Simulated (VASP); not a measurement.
# Br (Fm-3m) in VASP: a series of runs, part 2 of 3

VASP 6.6.1. Earlier steps stand in the parts before.

## Step 3: Single point, LDA

The input, INCAR:

```
SYSTEM = Br
PREC = Accurate ; ENCUT = 500
EDIFF = 1E-6 ; ISMEAR = -1
SIGMA = 0.1 ; LREAL = .FALSE.
LASPH = .TRUE. ; NELM = 120
ALGO = Normal ; ISIF = 2
LWAVE = .FALSE. ; LCHARG = .TRUE.
GGA = CA ; LELF = .TRUE.
LVHAR = .TRUE. ; NBANDS = 10
GGA_COMPAT = .FALSE.
```

The input, KPOINTS:

```
Automatic mesh
0
G
  16 16 16
  0 0 0
```

The input, POSCAR:

```
Br
1.0
    0.0000000000      1.9088443980      1.9088443980
    1.9088443980      0.0000000000      1.9088443980
    1.9088443980      1.9088443980      0.0000000000
Br
1
Direct
    0.0000000000      0.0000000000      0.0000000000
```

Potentials or basis: VASP PAW LDA potentials, release 64 (Br).

Started as:

```
$ cat potpaw_LDA.64/Br/POTCAR > POTCAR
$ mpirun -np 1 vasp_std > vasp.out
```

OUTCAR:

```text
SYSTEM = Br
   PREC = Accurate
   ENCUT = 500
   EDIFF = 1E-6
   ISMEAR = -1
   LREAL = .FALSE.
   LASPH = .TRUE.
   NELM = 120
   ISIF = 2
   GGA = CA

 ion  position               nearest neighbor table
   1  0.000  0.000  0.000-

  LATTYP: Found a face centered cubic cell.
 ALAT       =     3.8176887960

  Lattice vectors:

 A1 = (   0.0000000000,   1.9088443980,   1.9088443980)
 A2 = (   1.9088443980,   0.0000000000,   1.9088443980)
 A3 = (   1.9088443980,   1.9088443980,   0.0000000000)

Analysis of symmetry for initial positions (statically):
=====================================================================
 Subroutine PRICEL returns:
 Original cell was already a primitive cell.

 Routine SETGRP: Setting up the symmetry group for a
 face centered cubic supercell.

 Subroutine GETGRP returns: Found 48 space group operations
 (whereof 48 operations were pure point group operations)
 out of a pool of 48 trial point group operations.

The static configuration has the point symmetry O_h .

Analysis of symmetry for dynamics (positions and initial velocities):
=====================================================================
 Subroutine PRICEL returns:
 Original cell was already a primitive cell.

 Routine SETGRP: Setting up the symmetry group for a
 face centered cubic supercell.

 Subroutine GETGRP returns: Found 48 space group operations
 (whereof 48 operations were pure point group operations)
 out of a pool of 48 trial point group operations.

The dynamic configuration has the point symmetry O_h .

 Subroutine INISYM returns: Found 48 space group operations
 (whereof 48 operations are pure point group operations),
 and found     1 'primitive' translations

----------------------------------------------------------------------------------------

                                     Primitive cell

  volume of cell :      13.9105

  direct lattice vectors                    reciprocal lattice vectors
     0.000000000  1.908844398  1.908844398    -0.261938585  0.261938585  0.261938585
     1.908844398  0.000000000  1.908844398     0.261938585 -0.261938585  0.261938585
     1.908844398  1.908844398  0.000000000     0.261938585  0.261938585 -0.261938585

  length of vectors
     2.699513636  2.699513636  2.699513636     0.453690937  0.453690937  0.453690937

  position of ions in fractional coordinates (direct lattice)
     0.000000000  0.000000000  0.000000000

  ion indices of the primitive-cell ions
   primitive index   ion index
                 1           1

----------------------------------------------------------------------------------------

 KPOINTS: Automatic mesh

Automatic generation of k-mesh.
 Grid dimensions read from file:
 generate k-points for:   16   16   16

 Generating k-lattice:

  Cartesian coordinates                     Fractional coordinates (reciprocal lattice)
    -0.016371162  0.016371162  0.016371162     0.062500000  0.000000000  0.000000000
     0.016371162 -0.016371162  0.016371162     0.000000000  0.062500000  0.000000000
     0.016371162  0.016371162 -0.016371162     0.000000000  0.000000000  0.062500000

  Length of vectors
     0.028355684  0.028355684  0.028355684

  Shift w.r.t. Gamma in fractional coordinates (k-lattice)
     0.000000000  0.000000000  0.000000000

 Subroutine IBZKPT returns following result:
 ===========================================

 Found    145 irreducible k-points:

 Following reciprocal coordinates:
            Coordinates               Weight
  0.000000  0.000000  0.000000      1.000000
  0.062500  0.000000  0.000000      8.000000
  0.125000  0.000000  0.000000      8.000000
  0.187500  0.000000  0.000000      8.000000
  0.250000  0.000000  0.000000      8.000000
  0.312500  0.000000  0.000000      8.000000
[... 16 lines left out ...]
 -0.125000  0.062500  0.000000     24.000000
 -0.062500  0.062500  0.000000     12.000000
 [... further k-points ...]
   k-points           NKPTS =    145   k-points in BZ     NKDIM =    145   number of bands    NBANDS=     10
   number of dos      NEDOS =    301   number of ions     NIONS =      1
   total plane-waves  NPLWV =   8000
   dimension x,y,z NGX =    20 NGY =   20 NGZ =   20
   dimension x,y,z NGXF=    40 NGYF=   40 NGZF=   40
   ions per type =               1
   NGX,Y,Z   is equivalent  to a cutoff of  12.32, 12.32, 12.32 a.u.
   NGXF,Y,Z  is equivalent  to a cutoff of  24.63, 24.63, 24.63 a.u.
 SYSTEM =  Br
   PREC   = accura    normal or accurate (medium, high low for compatibility)
   ISTART =      0    job   : 0-new  1-cont  2-samecut
   ICHARG =      2    charge: 1-file 2-atom 10-const
   ISPIN  =      1    spin polarized calculation?
   LNONCOLLINEAR =      F non collinear calculations
   LSORBIT =      F    spin-orbit coupling
   LASPH  =      T    aspherical Exc in radial PAW
   ENCUT  =  500.0 eV  36.75 Ry    6.06 a.u.   4.92  4.92  4.92*2*pi/ulx,y,z
   NELM   =    120;   NELMIN=  2; NELMDL= -5     # of ELM steps
   EDIFF  = 0.1E-05   stopping-criterion for ELM
   LREAL  =      F    real-space projection
   EDIFFG = 0.1E-04   stopping-criterion for IOM
   NSW    =      0    number of steps for IOM
   IBRION =     -1    ionic relax: 0-MD 1-quasi-New 2-CG
   NFREE  =      0    steps in history (QN), initial steepest desc. (CG)
   ISIF   =      2    stress and relaxation
   ISYM   =      2    0-nonsym 1-usesym 2-fastsym
   POTIM  = 0.5000    time-step for ionic-motion
   TEBEG  =    0.0;   TEEND  =   0.0 temperature during run
   PSTRESS=    0.0 pullay stress
   NELECT =       7.0000    total number of electrons
   NUPDOWN=      -1.0000    fix difference up-down
   EMIN   =  10.00;   EMAX   =-10.00  energy-range for DOS
   EFERMI =   0.00;   METHOD = LEGACY
   ISMEAR =    -1;   SIGMA  =   0.10  broadening in eV -4-tet -1-fermi 0-gaus
   EFERMI_NEDOS =   21; number of points for ismear=-14 and -15
   IALGO  =     38    algorithm
   IMIX   =      4    mixing-type and parameters
     AMIX     =   0.40;   BMIX     =  1.00
     AMIX_MAG =   1.60;   BMIX_MAG =  1.00
  volume/ion in A,a.u.               =      13.91        93.87
  Fermi-wavevector in a.u.,A,eV,Ry     =   1.302148  2.460703 23.069891  1.695589
  Thomas-Fermi vector in A             =   2.433235
   LORBIT       =      0    0 simple, 1 ext, 2 COOP (PROOUT), +10 PAW based schemes
   GGA     = CA    functional components
   LHFCALC =     F    Hartree Fock is set to
   AEXX    =    0.0000 exact exchange contribution
   IVDW    =     0    specifies the selected vdW correction
   LEPSILON=     F    determine dielectric tensor
   LRPA    =     F    only Hartree local field effects (RPA)
 non-spin polarized calculation
  energy-cutoff  :      500.00
  volume of cell :       13.91
 maximum number of plane-waves:       363
   NGX =  9   NGY =  9   NGZ =  9

 number of electron       6.9999998 magnetization

 Free energy of the ion-electron system (eV)
  ---------------------------------------------------
  ext. energy  EPLUGINS =         0.00000000
  ---------------------------------------------------
  free energy    TOTEN  =        -0.24694137 eV

  energy without entropy =       -0.22950037  energy(sigma->0) =       -0.23822087

 E-fermi :  11.0419     XC(G=0): -12.6831

 val. band max:       11.0384563295   @ k =  -0.3125   0.2500   0.0000
 cond. band min:      11.1565322222   @ k =   0.5000   0.1250   0.0000
 fundamental gap:      0.1180758927
 Fermi energy:        11.0419467868

 k-point     1 :       0.0000    0.0000    0.0000
  band No.  band energies     occupation
      1     -10.7788      2.00000
      2      13.8367      0.00000
      3      13.8367      0.00000
      4      13.8367      0.00000
      5      23.4571      0.00000
      6      23.4571      0.00000
      7      23.4571      0.00000
      8      25.4977      0.00000
      9      27.6705      0.00000
     10      30.7935      0.00000
[... 287 lines left out ...]
 k-point    24 :      -0.0625    0.0625    0.0000
  band No.  band energies     occupation
      1     -10.4906      2.00000
      2      12.2275      0.00001
      3      13.0096      0.00000
      4      13.8167      0.00000
      5      22.6293      0.00000
      6      23.7475      0.00000
      7      24.1663      0.00000
      8      26.6169      0.00000
      9      28.5685      0.00000
     10      30.0018      0.00000

 [... further k-points ...]

------------------------ aborting loop because EDIFF is reached ----------------------------------------

  FORCE on cell =-STRESS in cart. coord.  units (eV):
  Direction    XX          YY          ZZ          XY          YZ          ZX
  --------------------------------------------------------------------------------------
  -------------------------------------------------------------------------------------
  Total        6.9142292      6.9142292      6.9142292     -0.0000000      0.0000000      0.0000000
  in kB      796.3661253    796.3661253    796.3661253     -0.0000000      0.0000000      0.0000000
  external PRESSURE =     796.3661253 kB  Pullay stress =       0.0000000 kB

 VOLUME and BASIS-vectors are now :
 -----------------------------------------------------------------------------
  energy-cutoff  :      500.00
  volume of cell :       13.91
      direct lattice vectors                 reciprocal lattice vectors
     0.000000000  1.908844398  1.908844398    -0.261938585  0.261938585  0.261938585
     1.908844398  0.000000000  1.908844398     0.261938585 -0.261938585  0.261938585
     1.908844398  1.908844398  0.000000000     0.261938585  0.261938585 -0.261938585

 POSITION                                       TOTAL-FORCE (eV/Angst)
 -----------------------------------------------------------------------------------
      0.00000      0.00000      0.00000         0.000000      0.000000      0.000000
 -----------------------------------------------------------------------------------
    total drift:                                0.000000      0.000000     -0.000000

  FREE ENERGIE OF THE ION-ELECTRON SYSTEM (eV)
  ---------------------------------------------------
  free  energy   TOTEN  =        -0.2469413713 eV

  energy  without entropy=       -0.2295003654  energy(sigma->0) =       -0.23822087
```

stdout:

```text
POSCAR found type information on POSCAR Br
 POSCAR found :  1 types and       1 ions
 scaLAPACK will be used
 LDA part: xc-table for (Slater(with rela. corr.)+CA(PZ))
 , standard interpolation
 POSCAR, INCAR and KPOINTS ok, starting setup
 FFT: planning ... GRIDC
 FFT: planning ... GRID_SOFT
 FFT: planning ... GRID
 WAVECAR not read
 entering main loop
```

Wall time 14 s (1 thread of Intel Xeon Platinum 8259CL at 2.50GHz (Skylake/Cascade Lake), shared host); peak memory 0.12 GiB.

What came out:

| Quantity | Value |
| --- | --- |
| Free energy | -0.2469 eV |
| Pressure | 79.6 GPa |

Caveat: an odd number of electrons without spin polarisation forces a metal; a magnetic or distorted state may lie lower.

## Step 4: Single point, LDA

The input, INCAR:

```
  PREC = Accurate
  ENCUT = 500
  EDIFF = 1E-6
  ISMEAR = -1
  SIGMA = 0.1
  LREAL = F
  LASPH = T
  NELM = 120
  ALGO = Normal
  ISIF = 2
  LWAVE = F
  LCHARG = T
  GGA = CA
  LELF = T
  LVHAR = T
  NBANDS = 10
  GGA_COMPAT = F
```

The input, KPOINTS:

```
Automatic mesh
0
Gamma
  16 16 16
```

POSCAR is that of step 3.

Started as:

```
$ cat potpaw_LDA.64/Br/POTCAR > POTCAR
$ mpirun -np 1 vasp_std > vasp.out
```

Run time: 16 s. Hardware: 1 thread of Intel Xeon Platinum 8259CL at 2.50GHz (Skylake/Cascade Lake), shared host; peak memory 0.13 GiB.

Results (log left out):

```
Free energy : -0.2469 eV
Pressure    : 79.6 GPa
```

Levels at points of the mesh, in eV from the Fermi level:
| k point | band 1 | band 2 | band 3 | band 4 | band 5 | band 6 | band 7 | band 8 | band 9 |
| --- | --- | --- | --- | --- | --- | --- | --- | --- | --- |
| (0.00, 0.00, 0.00) | -21.82 | 2.79 | 2.79 | 2.79 | 12.42 | 12.42 | 12.42 | 14.46 | 16.63 |
| (0.50, 0.00, 0.00) | -16.91 | -11.03 | 0.93 | 0.93 | 9.09 | 11.26 | 11.26 | 15.08 | 25.78 |
| (0.50, 0.50, 0.00) | -14.88 | -9.83 | -2.83 | -2.83 | 3.80 | 4.53 | 26.36 | 28.15 | 28.15 |

Caveat: an odd number of electrons without spin polarisation forces a metal; a magnetic or distorted state may lie lower.

(Part 2 of 3 ends here.)
